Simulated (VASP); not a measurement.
A run of VASP 6.6.1:

Contents of INCAR:

```
SYSTEM = Ba4Zr3BHO12
PREC     = Accurate       ! precision mode
ENCUT    = 520            ! plane-wave cutoff, eV
EDIFF    = 1E-6           ! SCF threshold, eV
ISMEAR   = -1             ! smearing method
SIGMA    = 0.05           ! smearing width, eV
LREAL    = Auto         
LASPH    = .TRUE.         ! aspherical terms in the spheres
NELM     = 120            ! most SCF steps
ALGO     = Normal         ! electronic algorithm
ISIF     = 2              ! what is computed and relaxed
LWAVE    = .FALSE.        ! write WAVECAR
LCHARG   = .FALSE.        ! write CHGCAR
GGA      = PS             ! functional
IVDW     = 12             ! dispersion correction
NBANDS   = 92             ! bands
NELECT   = 153.0        
ISYM     = -1           
GGA_COMPAT= .FALSE.
```

KPOINTS

```
explicit points
1
Reciprocal
  0.25000000   0.25000000   0.25000000 1
```

Contents of POSCAR:

```
Ba4Zr3BHO12
1.0
    8.3619610000      0.0000000000      0.0000000000
    0.0000000000      8.3619610000      0.0000000000
    0.0000000000      0.0000000000      4.1809800000
Ba B Zr O H
4 1 3 12 1
Direct
    0.9892610000      0.0074660000      0.9952070000
    0.0037440000      0.4994550000      0.0106060000
    0.4973440000      0.0004200000      0.0325690000
    0.4876480000      0.5119450000      0.9988630000
    0.2444670000      0.2410480000      0.5051500000
    0.2586930000      0.7507160000      0.5041140000
    0.7573030000      0.2394800000      0.5064950000
    0.7491250000      0.7393450000      0.4777970000
    0.2529980000      0.2490300000      0.9851810000
    0.2463670000      0.7381790000      0.9984230000
    0.7518840000      0.2417120000      0.9686810000
    0.7479130000      0.7503850000      0.0157840000
    0.0015600000      0.2453310000      0.4939030000
    0.9834750000      0.7464470000      0.4832580000
    0.5085150000      0.2533660000      0.5081630000
    0.5070960000      0.7439070000      0.4816990000
    0.2529330000      0.9944710000      0.4966410000
    0.2452030000      0.5002730000      0.5000090000
    0.7417020000      0.0025060000      0.5027060000
    0.7421100000      0.5007140000      0.4913150000
    0.2504460000      0.2591220000      0.2404400000
```

Potentials or basis: VASP PAW PBE potentials, release 64 (Ba_sv, B, Zr_sv, O, H).

Run with:

```sh
$ cat potpaw_PBE.64/Ba_sv/POTCAR potpaw_PBE.64/B/POTCAR potpaw_PBE.64/Zr_sv/POTCAR potpaw_PBE.64/O/POTCAR potpaw_PBE.64/H/POTCAR > POTCAR
$ mpirun -np 1 vasp_std > vasp.out
```

Hardware: 1 thread of AMD EPYC 7R43 64-Core Processor (Zen 3) (shared host).

Problem. How long does it take, and how much memory?

Solution. It took 74 s on 1 thread of AMD EPYC 7R43 64-Core Processor (Zen 3), on a shared host, peak memory 0.33 GiB. Counts: scf iterations 16, k points 1.
